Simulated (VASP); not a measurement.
# Li (P-1) in VASP: notebook

Runs on Li. Level: PBE. Tasks: single point.

Everything below comes from runs of VASP 6.6.1. Logs are shortened: lines on timing, memory, paths and dates and some standing lists are left out, and cuts for length are marked.

### Step 1. The cell of the first run

The typed cell holds 2 atoms: a = 3.111 Å, b = 3.138 Å, c = 5.094 Å, α = 90.41°, β = 91.14°, γ = 120.85°.

### Step 2. Single point, PBE (equal xy, yz and zx shear strains of -2 %)

File INCAR:

```
PREC = Accurate ; ENCUT = 520
EDIFF = 1E-7 ; ISMEAR = -1
SIGMA = 0.08 ; LREAL = F
LASPH = T ; NELM = 100
ALGO = Normal ; ISIF = 2
LWAVE = F ; LCHARG = F
GGA = PE ; NBANDS = 10
```

File KPOINTS:

```
regular mesh
0
Gamma
  15 15 8
```

File POSCAR:

```
Li
1.0
    3.1110021516     -0.0311100215     -0.0311100215
   -1.5824431447      2.7097619053     -0.0113870582
   -0.0509300000     -0.0509300000      5.0930000000
Li
2
Direct
    0.3333333333      0.6666666667      0.2500000000
    0.6666666667      0.3333333333      0.7500000000
```

Potentials or basis: VASP PAW PBE potentials, release 64 (Li_sv).

The run is started by

```bash
$ cat potpaw_PBE.64/Li_sv/POTCAR > POTCAR
$ mpirun -np 1 vasp_std > vasp.out
```

OUTCAR:

```text
PREC = Accurate
   ENCUT = 520
   EDIFF = 1E-7
   ISMEAR = -1
   LREAL = F
   LASPH = T
   NELM = 100
   ISIF = 2
   GGA = PE

 ion  position               nearest neighbor table
   1  0.333  0.667  0.250-
   2  0.667  0.333  0.750-

  LATTYP: Found a triclinic cell.
 ALAT       =     3.0843920882
 B/A-ratio  =     1.0087281861
 C/A-ratio  =     1.6513819024
 COS(alpha) =     0.0198960208
 COS(beta)  =     0.0274156886
 COS(gamma) =     0.4869832429

  Lattice vectors:

 A1 = (   1.5285590069,   2.6786518838,  -0.0424970797)
 A2 = (   3.1110021516,  -0.0311100215,  -0.0311100215)
 A3 = (   0.0509300000,   0.0509300000,  -5.0930000000)

Analysis of symmetry for initial positions (statically):
=====================================================================
 Subroutine PRICEL returns:
 Original cell was already a primitive cell.

 Routine SETGRP: Setting up the symmetry group for a
 triclinic supercell.

 Subroutine GETGRP returns: Found  2 space group operations
 (whereof  2 operations were pure point group operations)
 out of a pool of  2 trial point group operations.

The static configuration has the point symmetry S_2 .

Analysis of symmetry for dynamics (positions and initial velocities):
=====================================================================
 Subroutine PRICEL returns:
 Original cell was already a primitive cell.

 Routine SETGRP: Setting up the symmetry group for a
 triclinic supercell.

 Subroutine GETGRP returns: Found  2 space group operations
 (whereof  2 operations were pure point group operations)
 out of a pool of  2 trial point group operations.

The dynamic configuration has the point symmetry S_2 .

 Subroutine INISYM returns: Found  2 space group operations
 (whereof  2 operations are pure point group operations),
 and found     1 'primitive' translations

----------------------------------------------------------------------------------------

                                     Primitive cell

  volume of cell :      42.6750

  direct lattice vectors                    reciprocal lattice vectors
     3.111002152 -0.031110022 -0.031110022     0.323379738  0.188868394  0.005122481
    -1.582443145  2.709761905 -0.011387058     0.003749917  0.371241742  0.003749917
    -0.050930000 -0.050930000  5.093000000     0.001983713  0.001983713  0.196387603

[... 86 lines left out ...]
   NSW    =      0    number of steps for IOM
   IBRION =     -1    ionic relax: 0-MD 1-quasi-New 2-CG
   NFREE  =      0    steps in history (QN), initial steepest desc. (CG)
   ISIF   =      2    stress and relaxation
   ISYM   =      2    0-nonsym 1-usesym 2-fastsym
   POTIM  = 0.5000    time-step for ionic-motion
   TEBEG  =    0.0;   TEEND  =   0.0 temperature during run
   PSTRESS=    0.0 pullay stress
   NELECT =       6.0000    total number of electrons
   NUPDOWN=      -1.0000    fix difference up-down
   EMIN   =  10.00;   EMAX   =-10.00  energy-range for DOS
   EFERMI =   0.00;   METHOD = LEGACY
   ISMEAR =    -1;   SIGMA  =   0.08  broadening in eV -4-tet -1-fermi 0-gaus
   EFERMI_NEDOS =   21; number of points for ismear=-14 and -15
   IALGO  =     38    algorithm
   IMIX   =      4    mixing-type and parameters
     AMIX     =   0.40;   BMIX     =  1.00
     AMIX_MAG =   1.60;   BMIX_MAG =  1.00
  volume/ion in A,a.u.               =      21.34       143.99
  Fermi-wavevector in a.u.,A,eV,Ry     =   0.851270  1.608667  9.859606  0.724661
  Thomas-Fermi vector in A             =   1.967377
   LORBIT       =      0    0 simple, 1 ext, 2 COOP (PROOUT), +10 PAW based schemes
   GGA     = PE    functional components
   LHFCALC =     F    Hartree Fock is set to
   AEXX    =    0.0000 exact exchange contribution
   IVDW    =     0    specifies the selected vdW correction
   LEPSILON=     F    determine dielectric tensor
   LRPA    =     F    only Hartree local field effects (RPA)
 non-spin polarized calculation
  energy-cutoff  :      520.00
  volume of cell :       42.68
 maximum number of plane-waves:      1163
   NGX = 11   NGY = 11   NGZ = 19

 number of electron       5.9999996 magnetization

 Free energy of the ion-electron system (eV)
  ---------------------------------------------------
  ext. energy  EPLUGINS =         0.00000000
  ---------------------------------------------------
  free energy    TOTEN  =        -3.81670145 eV

  energy without entropy =       -3.79512178  energy(sigma->0) =       -3.80591162

 E-fermi :   0.4834     XC(G=0):  -6.9205

 val. band max:        0.4823390788   @ k =   0.4667   0.4000   0.1250
 cond. band min:       0.4847603511   @ k =   0.0667   0.4667  -0.0000
 fundamental gap:      0.0024212723
 Fermi energy:         0.4834487327

 k-point     1 :       0.0000    0.0000    0.0000
  band No.  band energies     occupation
      1     -46.1332      2.00000
      2     -46.1187      2.00000
      3      -3.0081      2.00000
      4       0.4779      1.03491
      5       3.2282      0.00000
      6      12.3766      0.00000
      7      12.6673      0.00000
      8      13.7141      0.00000
      9      14.0221      0.00000
     10      14.3984      0.00000
[... 287 lines left out ...]
 k-point    24 :      -0.0000    0.1333    0.0000
  band No.  band energies     occupation
      1     -46.1311      2.00000
      2     -46.1177      2.00000
      3      -2.7301      2.00000
      4       0.8380      0.02349
      5       3.3410      0.00000
      6      10.2291      0.00000
      7      11.1429      0.00000
      8      13.6887      0.00000
      9      13.9782      0.00000
     10      14.2943      0.00000

 [... further k-points ...]

------------------------ aborting loop because EDIFF is reached ----------------------------------------

  FORCE on cell =-STRESS in cart. coord.  units (eV):
  Direction    XX          YY          ZZ          XY          YZ          ZX
  --------------------------------------------------------------------------------------
  -------------------------------------------------------------------------------------
  Total       -0.1955972     -0.1927240     -0.1932037      0.0320272      0.0298055      0.0305461
  in kB       -7.3434376     -7.2355674     -7.2535782      1.2024181      1.1190074      1.1468113
  external PRESSURE =      -7.2775277 kB  Pullay stress =       0.0000000 kB

 VOLUME and BASIS-vectors are now :
 -----------------------------------------------------------------------------
  energy-cutoff  :      520.00
  volume of cell :       42.68
      direct lattice vectors                 reciprocal lattice vectors
     3.111002152 -0.031110022 -0.031110022     0.323379738  0.188868394  0.005122481
    -1.582443145  2.709761905 -0.011387058     0.003749917  0.371241742  0.003749917
    -0.050930000 -0.050930000  5.093000000     0.001983713  0.001983713  0.196387603

 POSITION                                       TOTAL-FORCE (eV/Angst)
 -----------------------------------------------------------------------------------
     -0.03069      1.78341      1.25529         0.008376     -0.000106      0.000718
      1.50832      0.84432      3.79521        -0.008376      0.000106     -0.000718
 -----------------------------------------------------------------------------------
    total drift:                               -0.000000      0.000000     -0.000000

  FREE ENERGIE OF THE ION-ELECTRON SYSTEM (eV)
  ---------------------------------------------------
  free  energy   TOTEN  =        -3.8167014546 eV

  energy  without entropy=       -3.7951217783  energy(sigma->0) =       -3.80591162
```

Run time: 4.7 min. Hardware: 1 thread of Intel Xeon 8259CL, shared host; peak memory 0.38 GiB.

Results:

```yaml
Free_energy: -3.8167 eV
Largest_force: 0.008 eV/Å
Band_gap_on_the_k_mesh: zero (bands 3 and 4 overlap by 4.46 eV)
```

Forces in eV/Å, atoms in the order of the input:
```
Li   0.008  0.000  0.001
Li  -0.008  0.000 -0.001
```

Caveat: the cell differs from its parent crystal (equal xy, yz and zx shear strains of -2 %); the cutoff is under 1.25 times the usual one of these potentials, so pressure, stress and relaxed cells hold a basis-set (Pulay) error.

### Step 3. Single point, PBE (equal xy, yz and zx shear strains of +1 %)

File INCAR:

```
SYSTEM = Li
ALGO = Normal ; EDIFF = 1E-6
ENCUT = 520 ; GGA = PE
ISIF = 2 ; ISMEAR = -1
LASPH = .TRUE. ; LCHARG = .TRUE.
LELF = .TRUE. ; LREAL = .FALSE.
LVHAR = .TRUE. ; LWAVE = .FALSE.
NBANDS = 10 ; NELM = 80
PREC = Accurate ; SIGMA = 0.08
```

File KPOINTS:

```
k-points
0
G
  15 15 8
  0 0 0
```

File POSCAR:

```
Li
1.0
    3.1110021516      0.0155550108      0.0155550108
   -1.5420300413      2.6864293891      0.0056935291
    0.0254650000      0.0254650000      5.0930000000
Li
2
Direct
    0.3333333333      0.6666666667      0.2500000000
    0.6666666667      0.3333333333      0.7500000000
```

Potentials or basis: VASP PAW PBE potentials, release 64 (Li_sv).

The run is started by

```bash
$ cat potpaw_PBE.64/Li_sv/POTCAR > POTCAR
$ mpirun -np 1 vasp_std > vasp.out
```

It took 4.4 min on 1 thread of Intel Xeon 8259CL, shared host; peak memory 0.38 GiB.

The run converged. Its results:

```yaml
Free_energy: -3.8174 eV
Largest_force: 0.003 eV/Å
Band_gap_on_the_k_mesh: zero (bands 3 and 4 overlap by 4.48 eV)
```

Forces in eV/Å, atoms in the order of the input:
```
Li  -0.003  0.000  0.000
Li   0.003  0.000  0.000
```

Levels at points of the mesh, in eV from the Fermi level:
```
           k point  band 1  band 2  band 3  band 4  band 5  band 6  band 7
(0.00, 0.00, 0.00)  -46.62  -46.60   -3.49   -0.01    2.74   11.97   12.11
(0.00, 0.00, 0.50)  -46.61  -46.61   -2.40   -2.40    7.65    7.65   12.79
```

Caveat: the cell differs from its parent crystal (equal xy, yz and zx shear strains of +1 %); the cutoff is under 1.25 times the usual one of these potentials, so pressure, stress and relaxed cells hold a basis-set (Pulay) error.
